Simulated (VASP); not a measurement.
# Mo (Im-3m) in VASP: single point with LDA

Aim: the single point of Mo with LDA.

Everything below comes from runs of VASP 6.6.1. Logs are shortened: lines on timing, memory, paths and dates and some standing lists are left out, and cuts for length are marked.

### Step 1. The cell of the first run

Symmetry: Im-3m, No. 229, cubic system. The conventional cell has a = 3.111 Å, b = 3.111 Å, c = 3.111 Å, α = 90.00°, β = 90.00°, γ = 90.00°. Within 3.6 Å of Mo (site symmetry m-3m) lie 14 Mo at 2.69 to 3.11 Å.

### Step 2. Single point, LDA

INCAR reads:

```
PREC     = Accurate       # precision mode
ENCUT    = 520            # plane-wave cutoff, eV
EDIFF    = 1E-6           # SCF threshold, eV
ISMEAR   = 0              # smearing method
SIGMA    = 0.1            # smearing width, eV
LREAL    = F              # projectors in reciprocal space
LASPH    = T              # aspherical terms in the spheres
NELM     = 100            # most SCF steps
ALGO     = Fast           # electronic algorithm
ISIF     = 2              # what is computed and relaxed
LWAVE    = F              # write WAVECAR
LCHARG   = T              # write CHGCAR
LELF     = T              # ELF
LVHAR    = T            
ISYM     = 0            
NBANDS   = 13             # bands
```

KPOINTS reads:

```
Automatic mesh
0
Gamma
  13 8 27
```

POSCAR reads:

```
Mo
1.0
    2.6944861476      0.0000000000      0.0000000000
    0.0000000000      4.4000774537      0.0000000000
    0.8981620492      2.2000387269      1.2701929512
Mo
1
Direct
    0.0000000000      0.0000000000      0.0000000000
```

Potentials or basis: VASP PAW LDA potentials, release 64 (Mo_sv).

On the command line:

```
$ cat potpaw_LDA.64/Mo_sv/POTCAR > POTCAR
$ mpirun -np 1 vasp_std > vasp.out
```

OUTCAR:

```text
PREC = Accurate
   ENCUT = 520
   EDIFF = 1E-6
   ISMEAR = 0
   LREAL = F
   LASPH = T
   NELM = 100
   ISIF = 2
   ISYM = 0

 ion  position               nearest neighbor table
   1  0.000  0.000  0.000-

IMPORTANT INFORMATION: All symmetrisations will be switched off!
NOSYMM: (Re-)initialisation of all symmetry stuff for point group C_1.

----------------------------------------------------------------------------------------

                                     Primitive cell

  volume of cell :      15.0593

  direct lattice vectors                    reciprocal lattice vectors
     2.694486148  0.000000000  0.000000000     0.371128276  0.000000000 -0.262427321
     0.000000000  4.400077454  0.000000000     0.000000000  0.227268727 -0.393640982
     0.898162049  2.200038727  1.270192951     0.000000000  0.000000000  0.787281963

  length of vectors
     2.694486148  4.400077454  2.694486148     0.454537453  0.454537453  0.787281963

  position of ions in fractional coordinates (direct lattice)
     0.000000000  0.000000000  0.000000000

  ion indices of the primitive-cell ions
   primitive index   ion index
                 1           1

----------------------------------------------------------------------------------------

 KPOINTS: Automatic mesh

Automatic generation of k-mesh.
 Grid dimensions read from file:
 generate k-points for:   13    8   27

 Generating k-lattice:

  Cartesian coordinates                     Fractional coordinates (reciprocal lattice)
     0.028548329  0.000000000 -0.020186717     0.076923077  0.000000000  0.000000000
     0.000000000  0.028408591 -0.049205123     0.000000000  0.125000000  0.000000000
     0.000000000  0.000000000  0.029158591     0.000000000  0.000000000  0.037037037

  Length of vectors
     0.034964419  0.056817182  0.029158591

  Shift w.r.t. Gamma in fractional coordinates (k-lattice)
     0.000000000  0.000000000  0.000000000

 -----------------------------------------------------------------------------
|                                                                             |
|           W    W    AA    RRRRR   N    N  II  N    N   GGGG   !!!           |
|           W    W   A  A   R    R  NN   N  II  NN   N  G    G  !!!           |
|           W    W  A    A  R    R  N N  N  II  N N  N  G       !!!           |
|           W WW W  AAAAAA  RRRRR   N  N N  II  N  N N  G  GGG   !            |
|           WW  WW  A    A  R   R   N   NN  II  N   NN  G    G                |
|           W    W  A    A  R    R  N    N  II  N    N   GGGG   !!!           |
|                                                                             |
|     Your reciprocal lattice and k-lattice belong to different lattice       |
|     classes:                                                                |
|                                                                             |
|        The reciprocal lattice is face-centered cubic,                       |
|        whereas your k-lattice is triclinic.                                 |
|                                                                             |
|     Results are often still useful ...                                      |
|                                                                             |
 -----------------------------------------------------------------------------

 WARNING: IBZKPT: internal override: KBLOWUP is changed to .FALSE.
      ... skipping the blow-up phase ...

 Subroutine IBZKPT returns following result:
 ===========================================

 Found   1405 irreducible k-points:

 Following reciprocal coordinates:
            Coordinates               Weight
  0.000000  0.000000  0.000000      1.000000
  0.076923  0.000000 -0.000000      2.000000
  0.153846  0.000000  0.000000      2.000000
  0.230769  0.000000 -0.000000      2.000000
  0.307692  0.000000  0.000000      2.000000
  0.384615  0.000000  0.000000      2.000000
[... 16 lines left out ...]
  0.153846  0.250000 -0.000000      2.000000
  0.230769  0.250000  0.000000      2.000000
 [... further k-points ...]
   k-points           NKPTS =   1405   k-points in BZ     NKDIM =   1405   number of bands    NBANDS=     13
   number of dos      NEDOS =    301   number of ions     NIONS =      1
   total plane-waves  NPLWV =  14400
   dimension x,y,z NGX =    20 NGY =   36 NGZ =   20
   dimension x,y,z NGXF=    40 NGYF=   72 NGZF=   40
   ions per type =               1
   NGX,Y,Z   is equivalent  to a cutoff of  12.34, 13.60, 12.34 a.u.
   NGXF,Y,Z  is equivalent  to a cutoff of  24.68, 27.20, 24.68 a.u.
 SYSTEM =  unknown system
   PREC   = accura    normal or accurate (medium, high low for compatibility)
   ISTART =      0    job   : 0-new  1-cont  2-samecut
   ICHARG =      2    charge: 1-file 2-atom 10-const
   ISPIN  =      1    spin polarized calculation?
   LNONCOLLINEAR =      F non collinear calculations
   LSORBIT =      F    spin-orbit coupling
   LASPH  =      T    aspherical Exc in radial PAW
   ENCUT  =  520.0 eV  38.22 Ry    6.18 a.u.   5.01  8.18  5.01*2*pi/ulx,y,z
   NELM   =    100;   NELMIN=  2; NELMDL= -5     # of ELM steps
   EDIFF  = 0.1E-05   stopping-criterion for ELM
   LREAL  =      F    real-space projection
   EDIFFG = 0.1E-04   stopping-criterion for IOM
   NSW    =      0    number of steps for IOM
   IBRION =     -1    ionic relax: 0-MD 1-quasi-New 2-CG
   NFREE  =      0    steps in history (QN), initial steepest desc. (CG)
   ISIF   =      2    stress and relaxation
   ISYM   =      0    0-nonsym 1-usesym 2-fastsym
   POTIM  = 0.5000    time-step for ionic-motion
   TEBEG  =    0.0;   TEEND  =   0.0 temperature during run
   PSTRESS=    0.0 pullay stress
   NELECT =      14.0000    total number of electrons
   NUPDOWN=      -1.0000    fix difference up-down
   EMIN   =  10.00;   EMAX   =-10.00  energy-range for DOS
   EFERMI =   0.00;   METHOD = LEGACY
   ISMEAR =     0;   SIGMA  =   0.10  broadening in eV -4-tet -1-fermi 0-gaus
   EFERMI_NEDOS =   21; number of points for ismear=-14 and -15
   IALGO  =     68    algorithm
   IMIX   =      4    mixing-type and parameters
     AMIX     =   0.40;   BMIX     =  1.00
     AMIX_MAG =   1.60;   BMIX_MAG =  1.00
  volume/ion in A,a.u.               =      15.06       101.63
  Fermi-wavevector in a.u.,A,eV,Ry     =   1.597775  3.019356 34.734092  2.552884
  Thomas-Fermi vector in A             =   2.695328
   LORBIT       =      0    0 simple, 1 ext, 2 COOP (PROOUT), +10 PAW based schemes
   GGA     = CA    functional components
   LHFCALC =     F    Hartree Fock is set to
   AEXX    =    0.0000 exact exchange contribution
   IVDW    =     0    specifies the selected vdW correction
   LEPSILON=     F    determine dielectric tensor
   LRPA    =     F    only Hartree local field effects (RPA)
 non-spin polarized calculation
 RMM-DIIS sequential band-by-band and
 Gauss-broadening in eV      SIGMA  =   0.10
  energy-cutoff  :      520.00
  volume of cell :       15.06
 maximum number of plane-waves:       420
   NGX =  9   NGY = 17   NGZ =  9

 number of electron      14.0000000 magnetization

 Free energy of the ion-electron system (eV)
  ---------------------------------------------------
  ext. energy  EPLUGINS =         0.00000000
  ---------------------------------------------------
  free energy    TOTEN  =       -12.13329395 eV

  energy without entropy =      -12.13030112  energy(sigma->0) =      -12.13179753

 E-fermi :  13.1324     XC(G=0): -13.8133

 val. band max:       13.1291490225   @ k =  -0.3077   0.3750   0.1111
 cond. band min:      13.1360421807   @ k =   0.2308  -0.3750   0.3704
 fundamental gap:      0.0068931582
 Fermi energy:        13.1323809931

 k-point     1 :       0.0000    0.0000    0.0000
  band No.  band energies     occupation
      1     -47.8686      2.00000
      2     -21.2190      2.00000
      3     -21.2162      2.00000
      4     -21.2126      2.00000
      5       5.7347      2.00000
      6      11.6247      2.00000
      7      11.6287      2.00000
      8      11.6322      2.00000
      9      14.7720      0.00000
     10      14.7727      0.00000
     11      27.9547      0.00000
     12      27.9569      0.00000
     13      27.9588      0.00000

 k-point     2 :       0.0769    0.0000   -0.0000
  band No.  band energies     occupation
      1     -47.8510      2.00000
      2     -21.3145      2.00000
      3     -21.2457      2.00000
      4     -21.2171      2.00000
      5       6.0070      2.00000
      6      11.4734      2.00000
      7      11.6008      2.00000
      8      11.8875      2.00000
      9      14.5491      0.00000
     10      14.7759      0.00000
     11      28.1629      0.00000
     12      28.4174      0.00000
     13      28.5132      0.00000

 k-point     3 :       0.1538    0.0000    0.0000
  band No.  band energies     occupation
      1     -47.8019      2.00000
      2     -21.5823      2.00000
      3     -21.3285      2.00000
      4     -21.2195      2.00000
      5       6.7350      2.00000
      6      11.0709      2.00000
      7      11.4718      2.00000
      8      12.6444      2.00000
      9      14.1997      0.00000
     10      14.8073      0.00000
     11      28.5302      0.00000
     12      29.6539      0.00000
     13      29.7286      0.00000
[... 305 lines left out ...]
 k-point    23 :       0.1538    0.2500   -0.0000
  band No.  band energies     occupation
      1     -47.6135      2.00000
      2     -22.4146      2.00000
      3     -21.6637      2.00000
      4     -21.3305      2.00000
      5       8.5730      2.00000
      6      10.0602      2.00000
      7      11.2707      2.00000
      8      14.1308      0.00000
      9      15.5224      0.00000
     10      17.1031      0.00000
     11      27.1161      0.00000
     12      28.4355      0.00000
     13      32.0813      0.00000

 k-point    24 :       0.2308    0.2500    0.0000
  band No.  band energies     occupation
      1     -47.5639      2.00000
      2     -22.5120      2.00000
      3     -21.8477      2.00000
      4     -21.3784      2.00000
      5       8.8952      2.00000
      6       9.9714      2.00000
      7      11.3065      2.00000
      8      14.3308      0.00000
      9      15.6574      0.00000
     10      19.1510      0.00000
     11      25.9126      0.00000
     12      27.7408      0.00000
     13      30.3678      0.00000

 [... further k-points ...]
[... 5 lines left out ...]
  --------------------------------------------------------------------------------------
  -------------------------------------------------------------------------------------
  Total        0.0994576      0.1131096      0.1304382     -0.0038392      0.0015944     -0.0127922
  in kB       10.5813831     12.0338342     13.8774362     -0.4084549      0.1696327     -1.3609733
  external PRESSURE =      12.1642178 kB  Pullay stress =       0.0000000 kB

 VOLUME and BASIS-vectors are now :
 -----------------------------------------------------------------------------
  energy-cutoff  :      520.00
  volume of cell :       15.06
      direct lattice vectors                 reciprocal lattice vectors
     2.694486148  0.000000000  0.000000000     0.371128276  0.000000000 -0.262427321
     0.000000000  4.400077454  0.000000000     0.000000000  0.227268727 -0.393640982
     0.898162049  2.200038727  1.270192951     0.000000000  0.000000000  0.787281963

 POSITION                                       TOTAL-FORCE (eV/Angst)
 -----------------------------------------------------------------------------------
      0.00000      0.00000      0.00000         0.000000     -0.000000      0.000000
 -----------------------------------------------------------------------------------
    total drift:                                0.000000     -0.000000      0.000000

  FREE ENERGIE OF THE ION-ELECTRON SYSTEM (eV)
  ---------------------------------------------------
  free  energy   TOTEN  =       -12.1332939488 eV

  energy  without entropy=      -12.1303011209  energy(sigma->0) =      -12.13179753
```

Wall time 13 min (1 thread of AMD EPYC 7R13, shared host); peak memory 0.32 GiB.

What came out:

| Quantity | Value |
| --- | --- |
| Free energy | -12.1333 eV |
| Pressure | 1.2 GPa |
| Band gap on the k mesh | zero (bands 7 and 8 overlap by 5.42 eV) |
